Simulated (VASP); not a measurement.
A run of VASP 6.6.1:

Contents of INCAR:

```
SYSTEM = MgZrC
ALGO     = Normal         ! electronic algorithm
EDIFF    = 1E-7           ! SCF threshold, eV
ENCUT    = 520            ! plane-wave cutoff, eV
GGA      = PE             ! functional
ISIF     = 2              ! what is computed and relaxed
ISMEAR   = 0              ! smearing method
LASPH    = .True.         ! aspherical terms in the spheres
LCHARG   = .False.        ! write CHGCAR
LREAL    = .False.        ! projectors in reciprocal space
LWAVE    = .False.        ! write WAVECAR
NBANDS   = 16             ! bands
NELM     = 60             ! most SCF steps
PREC     = Accurate       ! precision mode
SIGMA    = 0.1            ! smearing width, eV
```

The input KPOINTS:

```
k-points
0
Gamma
  12 12 12
  0 0 0
```

File POSCAR:

```
MgZrC
1.0
    3.7298072000      0.0000000028      0.0000000000
   -1.8649036024      3.2301077850      0.0000000000
    0.0000000000      0.0000000000      4.6631594837
Mg Zr C
1 1 1
Direct
    0.0000000000      0.0000000000      0.0000000000
    0.6666666667      0.3333333333      0.5000000000
    0.3333333333      0.6666666667      0.5000000000
```

Potentials or basis: VASP PAW PBE potentials, release 64 (Mg, Zr_sv, C).

Launch:

```bash
$ cat potpaw_PBE.64/Mg/POTCAR potpaw_PBE.64/Zr_sv/POTCAR potpaw_PBE.64/C/POTCAR > POTCAR
$ mpirun -np 1 vasp_std > vasp.out
```

Hardware: 1 thread of Intel Xeon 8259CL, with other jobs on the host.

Problem. How long does it take, and how much memory?

Solution. Run time: 2.9 min on 1 thread of Intel Xeon 8259CL, on a shared host, peak memory 0.28 GiB. Counts: scf iterations 14, k points 133.
